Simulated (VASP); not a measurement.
# GdSi3 (Pm-3m) in VASP: a series of runs

GdSi3 is run at these levels: PBE+U; tasks: single point.

Everything below comes from runs of VASP 6.6.1. Logs are shortened: lines on timing, memory, paths and dates and some standing lists are left out, and cuts for length are marked.

## 1. The cell of the first run

Symmetry: Pm-3m, No. 221, cubic system. Conventional cell: a = 4.165 Å, b = 4.165 Å, c = 4.165 Å, α = 90.00°, β = 90.00°, γ = 90.00°. Gd (site symmetry m-3m) has 12 Si at 2.94 Å within 3.9 Å. Within 3.9 Å of Si (site symmetry 4/mmm) lie 4 Gd at 2.94 Å and 8 Si at 2.94 Å.

## 2. Single point, PBE+U, collinear spin, ferromagnetic start (18.06 Å³/atom)

INCAR

```
PREC = Accurate ; ENCUT = 520
EDIFF = 1E-6 ; ISMEAR = 0
SIGMA = 0.05 ; LREAL = F
LASPH = T ; NELM = 150
ALGO = Normal ; ISIF = 2
LWAVE = F ; LCHARG = F
ISPIN = 2 ; MAGMOM = 7.72 -0.03 -0.03 -0.03
LORBIT = 11 ; LMAXMIX = 6
LDAU = T ; LDAUTYPE = 2
LDAUL = 3 -1 ; LDAUU = 6 0
LDAUJ = 0 0 ; LDAUPRINT = 1
GGA = PE ; NBANDS = 27
```

KPOINTS

```
Automatic mesh
0
Gamma
  8 8 8
```

POSCAR

```
GdSi3
1.0
    4.1647486593      0.0000000000      0.0000000000
    0.0000000000      4.1647486593      0.0000000000
    0.0000000000      0.0000000000      4.1647486593
Gd Si
1 3
Direct
    0.0000000000      0.0000000000      0.0000000000
    0.0000000000      0.5000000000      0.5000000000
    0.5000000000      0.5000000000      0.0000000000
    0.5000000000      0.0000000000      0.5000000000
```

Potentials or basis: VASP PAW PBE potentials, release 64 (Gd, Si).

The run is started by

```
cat potpaw_PBE.64/Gd/POTCAR potpaw_PBE.64/Si/POTCAR > POTCAR
mpirun -np 1 vasp_std > vasp.out
```

OUTCAR:

```text
PREC = Accurate
   ENCUT = 520
   EDIFF = 1E-6
   ISMEAR = 0
   LREAL = F
   LASPH = T
   NELM = 150
   ISIF = 2
   ISPIN = 2
   LORBIT = 11
   GGA = PE

 ion  position               nearest neighbor table
   1  0.000  0.000  0.000-   2 2.94   3 2.94   4 2.94   2 2.94   4 2.94   2 2.94   3 2.94   2 2.94
                             3 2.94   4 2.94   4 2.94   3 2.94
   2  0.000  0.500  0.500-   1 2.94   3 2.94   4 2.94   1 2.94   3 2.94   1 2.94   4 2.94   1 2.94
                             3 2.94   4 2.94   3 2.94   4 2.94
   3  0.500  0.500  0.000-   1 2.94   2 2.94   4 2.94   2 2.94   4 2.94   1 2.94   4 2.94   4 2.94
                             1 2.94   2 2.94   2 2.94   1 2.94
   4  0.500  0.000  0.500-   1 2.94   2 2.94   3 2.94   1 2.94   3 2.94   2 2.94   3 2.94   3 2.94
                             1 2.94   2 2.94   1 2.94   2 2.94

  LATTYP: Found a simple cubic cell.
 ALAT       =     4.1647486593

  Lattice vectors:

 A1 = (   4.1647486593,   0.0000000000,   0.0000000000)
 A2 = (   0.0000000000,   4.1647486593,   0.0000000000)
 A3 = (   0.0000000000,   0.0000000000,   4.1647486593)

Analysis of symmetry for initial positions (statically):
=====================================================================
 Subroutine PRICEL returns:
 Original cell was already a primitive cell.

 Routine SETGRP: Setting up the symmetry group for a
 simple cubic supercell.

 Subroutine GETGRP returns: Found 48 space group operations
 (whereof 48 operations were pure point group operations)
 out of a pool of 48 trial point group operations.

The static configuration has the point symmetry O_h .

Analysis of symmetry for dynamics (positions and initial velocities):
=====================================================================
 Subroutine PRICEL returns:
 Original cell was already a primitive cell.

 Routine SETGRP: Setting up the symmetry group for a
 simple cubic supercell.

 Subroutine GETGRP returns: Found 48 space group operations
 (whereof 48 operations were pure point group operations)
 out of a pool of 48 trial point group operations.

The dynamic configuration has the point symmetry O_h .

Analysis of structural, dynamic, and magnetic symmetry:
=====================================================================
 Subroutine PRICEL returns:
 Original cell was already a primitive cell.

 Routine SETGRP: Setting up the symmetry group for a
 simple cubic supercell.

 Subroutine GETGRP returns: Found 48 space group operations
 (whereof 48 operations were pure point group operations)
 out of a pool of 48 trial point group operations.

The overall configuration has the point symmetry O_h .

 Subroutine INISYM returns: Found 48 space group operations
 (whereof 48 operations are pure point group operations),
 and found     1 'primitive' translations

----------------------------------------------------------------------------------------
[... 138 lines left out ...]
   NGX = 15   NGY = 15   NGZ = 15

atom =   1  type =  1  l = 3

 onsite density matrix

spin component  1

  0.9898  0.0000  0.0002 -0.0000 -0.0000 -0.0000  0.0000
  0.0000  0.9901  0.0000  0.0000 -0.0000 -0.0000 -0.0000
  0.0002  0.0000  0.9897 -0.0000  0.0000 -0.0000  0.0000
 -0.0000  0.0000 -0.0000  0.9900 -0.0000 -0.0000  0.0000
 -0.0000 -0.0000  0.0000 -0.0000  0.9897  0.0000 -0.0002
 -0.0000 -0.0000 -0.0000 -0.0000  0.0000  0.9895 -0.0000
  0.0000 -0.0000  0.0000  0.0000 -0.0002 -0.0000  0.9898

spin component  2

  0.0059 -0.0000 -0.0020 -0.0000  0.0000  0.0000 -0.0000
 -0.0000  0.0058 -0.0000 -0.0000 -0.0000  0.0000  0.0000
 -0.0020 -0.0000  0.0069  0.0000 -0.0000  0.0000 -0.0000
 -0.0000 -0.0000  0.0000  0.0043  0.0000  0.0000 -0.0000
  0.0000 -0.0000 -0.0000  0.0000  0.0069 -0.0000  0.0020
  0.0000  0.0000  0.0000  0.0000 -0.0000  0.0084  0.0000
 -0.0000  0.0000 -0.0000 -0.0000  0.0020  0.0000  0.0059

 occupancies and eigenvectors

  o =  0.0043  v =  0.0000  0.0000  0.0000  0.0000  0.0000  0.0000  0.0000 -0.0000 -0.0000 -0.0000 -1.0000  0.0001  0.0000 -0.0001      0.0000  0.0000  0.0000  0.0000  0.0000  0.0000  0.0000  0.0000  0.0000  0.0000  0.0000  0.0000  0.0000  0.0000
  o =  0.0043  v =  0.0000  0.0000  0.0000  0.0000  0.0000  0.0000  0.0000 -0.7906  0.0000 -0.6124  0.0000  0.0029  0.0000 -0.0037      0.0000  0.0000  0.0000  0.0000  0.0000  0.0000  0.0000  0.0000  0.0000  0.0000  0.0000  0.0000  0.0000  0.0000
  o =  0.0043  v =  0.0000  0.0000  0.0000  0.0000  0.0000  0.0000  0.0000  0.0037 -0.0000  0.0029  0.0002  0.6124  0.0000 -0.7906      0.0000  0.0000  0.0000  0.0000  0.0000  0.0000  0.0000  0.0000  0.0000  0.0000  0.0000  0.0000  0.0000  0.0000
  o =  0.0058  v =  0.0000  0.0000  0.0000  0.0000  0.0000  0.0000  0.0000  0.0000  1.0000  0.0000 -0.0000  0.0000  0.0000 -0.0000      0.0000  0.0000  0.0000  0.0000  0.0000  0.0000  0.0000  0.0000  0.0000  0.0000  0.0000  0.0000  0.0000  0.0000
  o =  0.0084  v =  0.0000  0.0000  0.0000  0.0000  0.0000  0.0000  0.0000  0.0001  0.0000 -0.0001  0.0000  0.0003  1.0000  0.0003      0.0000  0.0000  0.0000  0.0000  0.0000  0.0000  0.0000  0.0000  0.0000  0.0000  0.0000  0.0000  0.0000  0.0000
  o =  0.0084  v =  0.0000  0.0000  0.0000  0.0000  0.0000  0.0000  0.0000 -0.6124  0.0000  0.7906  0.0000 -0.0002  0.0002 -0.0002      0.0000  0.0000  0.0000  0.0000  0.0000  0.0000  0.0000  0.0000  0.0000  0.0000  0.0000  0.0000  0.0000  0.0000
  o =  0.0084  v =  0.0000  0.0000  0.0000  0.0000  0.0000  0.0000  0.0000 -0.0002 -0.0000  0.0002 -0.0000  0.7906 -0.0004  0.6124      0.0000  0.0000  0.0000  0.0000  0.0000  0.0000  0.0000  0.0000  0.0000  0.0000  0.0000  0.0000  0.0000  0.0000
  o =  0.9895  v =  0.0000 -0.0000  0.0000 -0.0000 -0.7902  0.0292 -0.6121  0.0000  0.0000  0.0000  0.0000  0.0000  0.0000  0.0000      0.0000  0.0000  0.0000  0.0000  0.0000  0.0000  0.0000  0.0000  0.0000  0.0000  0.0000  0.0000  0.0000  0.0000
  o =  0.9895  v = -0.6124  0.0000  0.7906 -0.0000 -0.0000 -0.0000  0.0000  0.0000  0.0000  0.0000  0.0000  0.0000  0.0000  0.0000      0.0000  0.0000  0.0000  0.0000  0.0000  0.0000  0.0000  0.0000  0.0000  0.0000  0.0000  0.0000  0.0000  0.0000
  o =  0.9895  v =  0.0000 -0.0000 -0.0000 -0.0000 -0.0231 -0.9996 -0.0179  0.0000  0.0000  0.0000  0.0000  0.0000  0.0000  0.0000      0.0000  0.0000  0.0000  0.0000  0.0000  0.0000  0.0000  0.0000  0.0000  0.0000  0.0000  0.0000  0.0000  0.0000
  o =  0.9900  v =  0.0000 -0.0000  0.0000  0.9929  0.0727 -0.0000 -0.0939  0.0000  0.0000  0.0000  0.0000  0.0000  0.0000  0.0000      0.0000  0.0000  0.0000  0.0000  0.0000  0.0000  0.0000  0.0000  0.0000  0.0000  0.0000  0.0000  0.0000  0.0000
  o =  0.9900  v =  0.0000  0.0000  0.0000 -0.1188  0.6080  0.0000 -0.7850  0.0000  0.0000  0.0000  0.0000  0.0000  0.0000  0.0000      0.0000  0.0000  0.0000  0.0000  0.0000  0.0000  0.0000  0.0000  0.0000  0.0000  0.0000  0.0000  0.0000  0.0000
  o =  0.9900  v = -0.7906 -0.0000 -0.6124  0.0000  0.0000  0.0000 -0.0000  0.0000  0.0000  0.0000  0.0000  0.0000  0.0000  0.0000      0.0000  0.0000  0.0000  0.0000  0.0000  0.0000  0.0000  0.0000  0.0000  0.0000  0.0000  0.0000  0.0000  0.0000
  o =  0.9901  v =  0.0000  1.0000 -0.0000  0.0000 -0.0000 -0.0000  0.0000  0.0000  0.0000  0.0000  0.0000  0.0000  0.0000  0.0000      0.0000  0.0000  0.0000  0.0000  0.0000  0.0000  0.0000  0.0000  0.0000  0.0000  0.0000  0.0000  0.0000  0.0000

 number of electron      30.0000012 magnetization       7.0252215

 Free energy of the ion-electron system (eV)
  ---------------------------------------------------
  ext. energy  EPLUGINS =         0.00000000
  ---------------------------------------------------
  free energy    TOTEN  =       -28.35405295 eV

  energy without entropy =      -28.34992397  energy(sigma->0) =      -28.35198846

 E-fermi :   7.3876     XC(G=0): -11.0102

 val. band max:        7.3816170213   @ k =   0.3750   0.1250   0.0000
 cond. band min:       7.4013697724   @ k =   0.3750   0.1250   0.0000
 fundamental gap:      0.0197527511
 Fermi energy:         7.3875674266

 spin component 1

 k-point     1 :       0.0000    0.0000    0.0000
  band No.  band energies     occupation
      1     -37.4726      1.00000
      2     -14.9238      1.00000
      3     -14.9238      1.00000
      4     -14.9238      1.00000
      5      -4.3948      1.00000
      6      -0.0654      1.00000
[... 1433 lines left out ...]
     26      13.2039      0.00000
     27      15.3124      0.00000

 [... further k-points ...]

------------------------ aborting loop because EDIFF is reached ----------------------------------------

  FORCE on cell =-STRESS in cart. coord.  units (eV):
  Direction    XX          YY          ZZ          XY          YZ          ZX
  --------------------------------------------------------------------------------------
  -------------------------------------------------------------------------------------
  Total        0.0575846      0.0575846      0.0575846     -0.0000000     -0.0000000     -0.0000000
  in kB        1.2771755      1.2771755      1.2771755     -0.0000000     -0.0000000     -0.0000000
  external PRESSURE =       1.2771755 kB  Pullay stress =       0.0000000 kB

 VOLUME and BASIS-vectors are now :
 -----------------------------------------------------------------------------
  energy-cutoff  :      520.00
  volume of cell :       72.24
      direct lattice vectors                 reciprocal lattice vectors
     4.164748659  0.000000000  0.000000000     0.240110528  0.000000000  0.000000000
     0.000000000  4.164748659  0.000000000     0.000000000  0.240110528  0.000000000
     0.000000000  0.000000000  4.164748659     0.000000000  0.000000000  0.240110528

 POSITION                                       TOTAL-FORCE (eV/Angst)
 -----------------------------------------------------------------------------------
      0.00000      0.00000      0.00000         0.000000      0.000000      0.000000
      0.00000      2.08237      2.08237         0.000000      0.000000      0.000000
      2.08237      2.08237      0.00000         0.000000      0.000000      0.000000
      2.08237      0.00000      2.08237         0.000000      0.000000      0.000000
 -----------------------------------------------------------------------------------
    total drift:                                0.000000      0.000000      0.000000

  FREE ENERGIE OF THE ION-ELECTRON SYSTEM (eV)
  ---------------------------------------------------
  free  energy   TOTEN  =       -28.3540529520 eV

  energy  without entropy=      -28.3499239659  energy(sigma->0) =      -28.35198846

 total charge

# of ion       s       p       d       f       tot
--------------------------------------------------
    1        2.032   5.613   0.700   6.966  15.311
    2        0.829   0.744   0.000   0.000   1.573
    3        0.829   0.744   0.000   0.000   1.573
    4        0.829   0.744   0.000   0.000   1.573
--------------------------------------------------
tot          4.519   7.845   0.700   6.966  20.030

 magnetization (x)

# of ion       s       p       d       f       tot
--------------------------------------------------
    1       -0.005  -0.085   0.077   6.879   6.865
    2       -0.005  -0.010   0.000   0.000  -0.015
    3       -0.005  -0.010   0.000   0.000  -0.015
    4       -0.005  -0.010   0.000   0.000  -0.015
--------------------------------------------------
tot         -0.021  -0.115   0.077   6.879   6.820
```

Run time: 85 s. Hardware: 1 thread of AMD EPYC 9R45 (Zen 5), shared host; peak memory 0.25 GiB.

Results:

```yaml
Free_energy: -28.3541 eV
Pressure: 0.1 GPa
Net_moment: 7.03 μB per cell
Site_moments: Gd +6.87; Si -0.01 μB
Valence_electrons_inside_the_program's_atomic_spheres: Gd 15.31; Si 1.57
```

Eigenvalues of the final occupation matrices:
| site | spin | trace | eigenvalues |
| --- | --- | --- | --- |
| site 1 f | 1 | 6.93 | 0.99 0.99 0.99 0.99 0.99 0.99 0.99 |
| site 1 f | 2 | 0.04 | 0.00 0.00 0.00 0.01 0.01 0.01 0.01 |

Caveat: spin-orbit coupling is left out, which moves the levels of the heavy elements. The state reached can hang on the start; a lower one may exist.

## 3. Single point, PBE+U, collinear spin, ferromagnetic start

INCAR

```
SYSTEM = GdSi3
PREC = Accurate ; ENCUT = 520
EDIFF = 1E-7 ; ISMEAR = 0
SIGMA = 0.05 ; LREAL = .FALSE.
LASPH = .TRUE. ; NELM = 150
ALGO = Normal ; ISIF = 2
LWAVE = .FALSE. ; LCHARG = .TRUE.
ISPIN = 2 ; MAGMOM = 0.5 0 0 0
LORBIT = 11 ; LMAXMIX = 6
LDAU = .TRUE. ; LDAUTYPE = 2
LDAUL = 3 -1 ; LDAUU = 6 0
LDAUJ = 0 0 ; LDAUPRINT = 1
GGA = PE ; LELF = .TRUE.
LVHAR = .TRUE. ; NBANDS = 27
```

KPOINTS

```
regular mesh
0
G
  8 8 8
  0 0 0
```

POSCAR is that of step 2.

Potentials or basis: VASP PAW PBE potentials, release 64 (Gd, Si).

The run is started by

```
cat potpaw_PBE.64/Gd/POTCAR potpaw_PBE.64/Si/POTCAR > POTCAR
mpirun -np 1 vasp_std > vasp.out
```

Wall time 4.6 min (1 thread of AMD EPYC 9R45 (Zen 5), shared host); peak memory 0.25 GiB.

The run converged. Its results:

```yaml
Free_energy: -28.3541 eV
Pressure: 0.1 GPa
Net_moment: 7.03 μB per cell
Site_moments: Gd +6.87; Si -0.01 μB
Valence_electrons_inside_the_program's_atomic_spheres: Gd 15.31; Si 1.57
```

Levels at points of the mesh, in eV from the Fermi level:
Spin up:
```tsv
k point	band 15	band 16	band 17	band 18	band 19	band 20	band 21	band 22
(0.00, 0.00, 0.00)	-3.13	-3.13	-3.13	1.08	1.08	1.08	1.36	2.07
(0.50, 0.00, 0.00)	-3.49	-3.49	-2.96	-0.28	-0.28	0.50	0.92	1.66
(0.50, 0.50, 0.00)	-5.46	-2.22	-2.22	-0.68	-0.58	1.00	1.00	2.46
(0.50, 0.50, 0.50)	-5.64	-3.55	-3.55	-3.55	1.46	3.44	3.44	4.90
```
Spin down:
| k point | band 8 | band 9 | band 10 | band 11 | band 12 | band 13 | band 14 | band 15 |
| --- | --- | --- | --- | --- | --- | --- | --- | --- |
| (0.00, 0.00, 0.00) | -3.12 | -3.12 | -3.12 | 1.46 | 1.46 | 1.46 | 1.57 | 1.64 |
| (0.50, 0.00, 0.00) | -3.38 | -3.38 | -2.74 | -0.35 | -0.35 | 0.45 | 1.15 | 2.35 |
| (0.50, 0.50, 0.00) | -5.31 | -2.00 | -2.00 | -0.74 | -0.66 | 0.78 | 0.78 | 3.16 |
| (0.50, 0.50, 0.50) | -5.80 | -3.33 | -3.33 | -3.33 | 1.95 | 3.45 | 3.45 | 3.45 |

Eigenvalues of the final occupation matrices:
| site | spin | trace | eigenvalues |
| --- | --- | --- | --- |
| site 1 f | 1 | 6.93 | 0.99 0.99 0.99 0.99 0.99 0.99 0.99 |
| site 1 f | 2 | 0.04 | 0.00 0.00 0.00 0.01 0.01 0.01 0.01 |

Caveat: spin-orbit coupling is left out, which moves the levels of the heavy elements.

(Part 1 of 2 ends here.)
